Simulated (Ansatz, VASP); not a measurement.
## One calculation of SrMg, two programs

INCAR

```
PREC = Accurate ; ENCUT = 520
EDIFF = 1E-6 ; ISMEAR = -1
SIGMA = 0.05 ; LREAL = False
LASPH = True ; NELM = 100
ALGO = Normal ; ISIF = 2
LWAVE = False ; LCHARG = False
NBANDS = 13
```

KPOINTS

```
Automatic mesh
0
Gamma
  9 9 9
```

POSCAR

```
SrMg
1.0
    3.9390000000      0.0000000000      0.0000000000
    0.0000000000      3.9390000000      0.0000000000
    0.0000000000      0.0000000000      3.9000000000
Sr Mg
1 1
Direct
    0.5000000000      0.5000000000      0.5000000000
    0.0000000000      0.0000000000      0.0000000000
```

Input for Ansatz:

```yaml
crystal:
  lattice:
    - [3.939, 0.0, 0.0]
    - [0.0, 3.939, 0.0]
    - [0.0, 0.0, 3.9]
  atoms:
    - { symbol: Sr, position: [0.5, 0.5, 0.5] }
    - { symbol: Mg, position: [0.0, 0.0, 0.0] }
kpoints:
  mp_grid: { grid: [9, 9, 9] }
  band_path:
    path:
      - [0.0, 0.0, 0.0]
      - [0.0, 0.5, 0.0]
      - [0.5, 0.5, 0.0]
      - [0.0, 0.0, 0.0]
      - [0.0, 0.0, 0.5]
      - [0.0, 0.5, 0.5]
      - [0.5, 0.5, 0.5]
      - [0.0, 0.0, 0.5]
      - [0.0, 0.5, 0.0]
    npoints: 5
scf:
  occupations: { method: fermi_dirac, width: 0.05 }
hamiltonian:
  xc: lda
  pseudopotentials: { kind: all_electron, lapw: { basis_error: 0.0005 } }
output:
  forces: true
  stress: true
  eigenvalues: true
```

Change from the starting cell: equal xx and yy strain of +1 %.

Alike in both runs: task single point; functional LDA; k mesh 9 × 9 × 9; occupations fermi-dirac, width 0.05 eV; no spin polarisation.

```csv
,VASP,Ansatz
version,VASP 6.6.1,Ansatz 0.2.0
potentials or method,"VASP PAW LDA potentials, release 64 (Sr_sv, Mg), cutoff 520 eV","all-electron LAPW, scalar-relativistic"
```

```csv
,VASP,Ansatz,Ansatz less VASP
pressure (GPa),2.6,2.8,+0.16
"traceless stress, the component that is largest in VASP (GPa)",0.12,0.11,-0.002
```

LDA's correlation is that of Perdew and Zunger in VASP and of Perdew and Wang (1992) in Ansatz. Ansatz ran all-electron here, and VASP with PAW potentials.
